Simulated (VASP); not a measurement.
# K (Fm-3m) in VASP: a series of runs, part 2 of 2

VASP 6.6.1. The steps go on from the part before.

## 3. Single point, LDA

This run uses another cell than the first one, of 64.70 Å³/atom.

INCAR

```
PREC = Accurate
ENCUT = 520
EDIFF = 1E-6
ISMEAR = -1
SIGMA = 0.1
LREAL = F
LASPH = T
NELM = 100
ALGO = Normal
ISIF = 2
LWAVE = F
LCHARG = F
NBANDS = 10
```

KPOINTS

```
Automatic mesh
0
Gamma
  14 14 14
```

POSCAR

```
K
1.0
    0.0000000000      3.1863885308      3.1863885308
    3.1863885308      0.0000000000      3.1863885308
    3.1863885308      3.1863885308      0.0000000000
K
1
Direct
    0.0000000000      0.0000000000      0.0000000000
```

Potentials or basis: VASP PAW LDA potentials, release 64 (K_sv).

The run is started by

```console
$ cat potpaw_LDA.64/K_sv/POTCAR > POTCAR
$ mpirun -np 1 vasp_std > vasp.out
```

OUTCAR:

```text
PREC = Accurate
   ENCUT = 520
   EDIFF = 1E-6
   ISMEAR = -1
   LREAL = F
   LASPH = T
   NELM = 100
   ISIF = 2

 ion  position               nearest neighbor table
   1  0.000  0.000  0.000-

  LATTYP: Found a face centered cubic cell.
 ALAT       =     6.3727770616

  Lattice vectors:

 A1 = (   0.0000000000,   3.1863885308,   3.1863885308)
 A2 = (   3.1863885308,   0.0000000000,   3.1863885308)
 A3 = (   3.1863885308,   3.1863885308,   0.0000000000)

Analysis of symmetry for initial positions (statically):
=====================================================================
 Subroutine PRICEL returns:
 Original cell was already a primitive cell.

 Routine SETGRP: Setting up the symmetry group for a
 face centered cubic supercell.

 Subroutine GETGRP returns: Found 48 space group operations
 (whereof 48 operations were pure point group operations)
 out of a pool of 48 trial point group operations.

The static configuration has the point symmetry O_h .

Analysis of symmetry for dynamics (positions and initial velocities):
=====================================================================
 Subroutine PRICEL returns:
 Original cell was already a primitive cell.

 Routine SETGRP: Setting up the symmetry group for a
 face centered cubic supercell.

 Subroutine GETGRP returns: Found 48 space group operations
 (whereof 48 operations were pure point group operations)
 out of a pool of 48 trial point group operations.

The dynamic configuration has the point symmetry O_h .

 Subroutine INISYM returns: Found 48 space group operations
 (whereof 48 operations are pure point group operations),
 and found     1 'primitive' translations

----------------------------------------------------------------------------------------

                                     Primitive cell

  volume of cell :      64.7033

  direct lattice vectors                    reciprocal lattice vectors
     0.000000000  3.186388531  3.186388531    -0.156917462  0.156917462  0.156917462
     3.186388531  0.000000000  3.186388531     0.156917462 -0.156917462  0.156917462
     3.186388531  3.186388531  0.000000000     0.156917462  0.156917462 -0.156917462

  length of vectors
     4.506233875  4.506233875  4.506233875     0.271789016  0.271789016  0.271789016

  position of ions in fractional coordinates (direct lattice)
     0.000000000  0.000000000  0.000000000

  ion indices of the primitive-cell ions
   primitive index   ion index
                 1           1

----------------------------------------------------------------------------------------

 KPOINTS: Automatic mesh

Automatic generation of k-mesh.
 Grid dimensions read from file:
 generate k-points for:   14   14   14

 Generating k-lattice:

  Cartesian coordinates                     Fractional coordinates (reciprocal lattice)
    -0.011208390  0.011208390  0.011208390     0.071428571  0.000000000  0.000000000
     0.011208390 -0.011208390  0.011208390     0.000000000  0.071428571  0.000000000
     0.011208390  0.011208390 -0.011208390     0.000000000  0.000000000  0.071428571

  Length of vectors
     0.019413501  0.019413501  0.019413501

  Shift w.r.t. Gamma in fractional coordinates (k-lattice)
     0.000000000  0.000000000  0.000000000

 Subroutine IBZKPT returns following result:
 ===========================================

 Found    104 irreducible k-points:

 Following reciprocal coordinates:
            Coordinates               Weight
  0.000000  0.000000  0.000000      1.000000
  0.071429  0.000000  0.000000      8.000000
  0.142857  0.000000  0.000000      8.000000
  0.214286  0.000000  0.000000      8.000000
  0.285714  0.000000  0.000000      8.000000
  0.357143  0.000000  0.000000      8.000000
[... 16 lines left out ...]
  0.214286  0.142857  0.000000     24.000000
  0.285714  0.142857  0.000000     24.000000
 [... further k-points ...]
   k-points           NKPTS =    104   k-points in BZ     NKDIM =    104   number of bands    NBANDS=     10
   number of dos      NEDOS =    301   number of ions     NIONS =      1
   total plane-waves  NPLWV =  46656
   dimension x,y,z NGX =    36 NGY =   36 NGZ =   36
   dimension x,y,z NGXF=    72 NGYF=   72 NGZF=   72
   ions per type =               1
   NGX,Y,Z   is equivalent  to a cutoff of  13.28, 13.28, 13.28 a.u.
   NGXF,Y,Z  is equivalent  to a cutoff of  26.56, 26.56, 26.56 a.u.
 SYSTEM =  unknown system
   PREC   = accura    normal or accurate (medium, high low for compatibility)
   ISTART =      0    job   : 0-new  1-cont  2-samecut
   ICHARG =      2    charge: 1-file 2-atom 10-const
   ISPIN  =      1    spin polarized calculation?
   LNONCOLLINEAR =      F non collinear calculations
   LSORBIT =      F    spin-orbit coupling
   LASPH  =      T    aspherical Exc in radial PAW
   ENCUT  =  520.0 eV  38.22 Ry    6.18 a.u.   8.38  8.38  8.38*2*pi/ulx,y,z
   NELM   =    100;   NELMIN=  2; NELMDL= -5     # of ELM steps
   EDIFF  = 0.1E-05   stopping-criterion for ELM
   LREAL  =      F    real-space projection
[... 7 lines left out ...]
   TEBEG  =    0.0;   TEEND  =   0.0 temperature during run
   PSTRESS=    0.0 pullay stress
   NELECT =       9.0000    total number of electrons
   NUPDOWN=      -1.0000    fix difference up-down
   EMIN   =  10.00;   EMAX   =-10.00  energy-range for DOS
   EFERMI =   0.00;   METHOD = LEGACY
   ISMEAR =    -1;   SIGMA  =   0.10  broadening in eV -4-tet -1-fermi 0-gaus
   EFERMI_NEDOS =   21; number of points for ismear=-14 and -15
   IALGO  =     38    algorithm
   IMIX   =      4    mixing-type and parameters
     AMIX     =   0.40;   BMIX     =  1.00
     AMIX_MAG =   1.60;   BMIX_MAG =  1.00
  volume/ion in A,a.u.               =      64.70       436.64
  Fermi-wavevector in a.u.,A,eV,Ry     =   0.848230  1.602922  9.789311  0.719494
  Thomas-Fermi vector in A             =   1.963861
   LORBIT       =      0    0 simple, 1 ext, 2 COOP (PROOUT), +10 PAW based schemes
   GGA     = CA    functional components
   LHFCALC =     F    Hartree Fock is set to
   AEXX    =    0.0000 exact exchange contribution
   IVDW    =     0    specifies the selected vdW correction
   LEPSILON=     F    determine dielectric tensor
   LRPA    =     F    only Hartree local field effects (RPA)
 non-spin polarized calculation
  energy-cutoff  :      520.00
  volume of cell :       64.70
 maximum number of plane-waves:      1807
 NGX is ok and might be reduce to    36
   NGX = 17   NGY = 17   NGZ = 17

 number of electron       9.0000000 magnetization

 Free energy of the ion-electron system (eV)
  ---------------------------------------------------
  ext. energy  EPLUGINS =         0.00000000
  ---------------------------------------------------
  free energy    TOTEN  =        -1.17770345 eV

  energy without entropy =       -1.15392915  energy(sigma->0) =       -1.16581630

 E-fermi :  -0.0173     XC(G=0):  -6.2085

 val. band max:       -0.0670520397   @ k =   0.5000   0.3571   0.1429
 cond. band min:       0.0025471509   @ k =   0.5000   0.2857   0.0714
 fundamental gap:      0.0695991906
 Fermi energy:        -0.0173380030

 k-point     1 :       0.0000    0.0000    0.0000
  band No.  band energies     occupation
      1     -31.7606      2.00000
      2     -15.4298      2.00000
      3     -15.4298      2.00000
      4     -15.4298      2.00000
      5      -2.3741      2.00000
      6       4.1833      0.00000
      7       4.1833      0.00000
      8       4.1833      0.00000
      9       5.5072      0.00000
     10       5.5072      0.00000

 k-point     2 :       0.0714    0.0000    0.0000
  band No.  band energies     occupation
      1     -31.7602      2.00000
      2     -15.4353      2.00000
      3     -15.4305      2.00000
      4     -15.4305      2.00000
      5      -2.3069      2.00000
      6       4.0175      0.00000
      7       4.2120      0.00000
      8       4.2120      0.00000
      9       5.4495      0.00000
     10       5.4495      0.00000
[... 274 lines left out ...]
 k-point    24 :       0.2857    0.1429    0.0000
  band No.  band energies     occupation
      1     -31.7562      2.00000
      2     -15.4843      2.00000
      3     -15.4447      2.00000
      4     -15.4435      2.00000
      5      -1.4293      2.00000
      6       2.8446      0.00000
      7       3.9056      0.00000
      8       4.3217      0.00000
      9       4.8221      0.00000
     10       5.8221      0.00000

 [... further k-points ...]
[... 5 lines left out ...]
  --------------------------------------------------------------------------------------
  -------------------------------------------------------------------------------------
  Total       -0.0140460     -0.0140460     -0.0140460      0.0000000     -0.0000000      0.0000000
  in kB       -0.3478059     -0.3478059     -0.3478059      0.0000000     -0.0000000      0.0000000
  external PRESSURE =      -0.3478059 kB  Pullay stress =       0.0000000 kB

 VOLUME and BASIS-vectors are now :
 -----------------------------------------------------------------------------
  energy-cutoff  :      520.00
  volume of cell :       64.70
      direct lattice vectors                 reciprocal lattice vectors
     0.000000000  3.186388531  3.186388531    -0.156917462  0.156917462  0.156917462
     3.186388531  0.000000000  3.186388531     0.156917462 -0.156917462  0.156917462
     3.186388531  3.186388531  0.000000000     0.156917462  0.156917462 -0.156917462

 POSITION                                       TOTAL-FORCE (eV/Angst)
 -----------------------------------------------------------------------------------
      0.00000      0.00000      0.00000        -0.000000      0.000000      0.000000
 -----------------------------------------------------------------------------------
    total drift:                               -0.000000      0.000000      0.000000

  FREE ENERGIE OF THE ION-ELECTRON SYSTEM (eV)
  ---------------------------------------------------
  free  energy   TOTEN  =        -1.1777034524 eV

  energy  without entropy=       -1.1539291453  energy(sigma->0) =       -1.16581630
```

stdout:

```text
POSCAR found type information on POSCAR K
 POSCAR found :  1 types and       1 ions
 scaLAPACK will be used
 LDA part: xc-table for (Slater(with rela. corr.)+CA(PZ))
 , standard interpolation
 POSCAR, INCAR and KPOINTS ok, starting setup
 FFT: planning ... GRIDC
 FFT: planning ... GRID_SOFT
 FFT: planning ... GRID
 WAVECAR not read
 entering main loop
```

Run time: 68 s. Hardware: 1 thread of Intel Xeon 8259CL, shared host; peak memory 0.21 GiB.

What came out:

| Quantity | Value |
| --- | --- |
| Free energy | -1.1777 eV |
| Pressure | 0.0 GPa |
| Band gap on the k mesh | zero (an odd number of electrons rules out a gap without spin polarisation) |

Levels at points of the mesh, in eV from the Fermi level:
```tsv
k point	band 3	band 4	band 5	band 6	band 7	band 8
(0.00, 0.00, 0.00)	-15.41	-15.41	-2.36	4.20	4.20	4.20
(0.50, 0.00, 0.00)	-15.43	-15.43	0.27	0.66	3.99	3.99
(0.50, 0.50, 0.00)	-15.45	-15.45	0.85	1.55	2.25	5.37
```

## 4. Single point, LDA, non-collinear spin, zero start, spin-orbit coupling

This run uses another cell than the first one, of 64.70 Å³/atom.

INCAR

```
ALGO = Normal
EDIFF = 1E-6
ENCUT = 520
GGA = CA
GGA_COMPAT = F
ISIF = 2
ISMEAR = -1
LASPH = T
LCHARG = T
LORBIT = 11
LORBMOM = T
LREAL = F
LSORBIT = T
LVHAR = T
LWAVE = F
MAGMOM = 0 0 0
NBANDS = 20
NELM = 150
PREC = Accurate
SIGMA = 0.1
```

KPOINTS

```
k-points
0
Gamma
  9 9 9
```

POSCAR is that of step 3.

The run is started by

```console
$ cat potpaw_LDA.64/K_sv/POTCAR > POTCAR
$ mpirun -np 1 vasp_ncl > vasp.out
```

Run time: 2.4 min. Hardware: 1 thread of Intel Xeon 8259CL, shared host; peak memory 0.31 GiB.

Results (log left out):

```
Free energy                                           : -1.1821 eV
Pressure                                              : 0.0 GPa
Net moment                                            : 0.00 μB per cell
Valence electrons inside the program's atomic spheres : K 7.53
```

Moments on the atoms (μB; x, y, z):
```
K   0.00 0.00 0.00
```

## 5. The runs side by side

| task | spin | cell | k mesh | cutoff (eV) | gap on the mesh (eV) | pressure (GPa) |
| --- | --- | --- | --- | --- | --- | --- |
| relaxation of cell and atoms | off | relaxed from a = 4.655 Å, angles 60.0°, 1 atom | 8 × 8 × 8 | 600 | none | 0.0 |
| single point | off | a = 4.506 Å, angles 60.0°, 1 atom | 14 × 14 × 14 | 520 | none | 0.0 |
| single point | non-collinear, zero start, SOC | a = 4.506 Å, angles 60.0°, 1 atom | 9 × 9 × 9 | 520 | - | 0.0 |

Alike in all rows: level LDA; potentials or basis VASP PAW LDA potentials, release 64 (K_sv); smearing fermi-dirac 0.1 eV.

Absolute energies hang on the potentials; compare differences alone.

The gap in the log of VASP goes by the Fermi energy; the results here count the filled bands.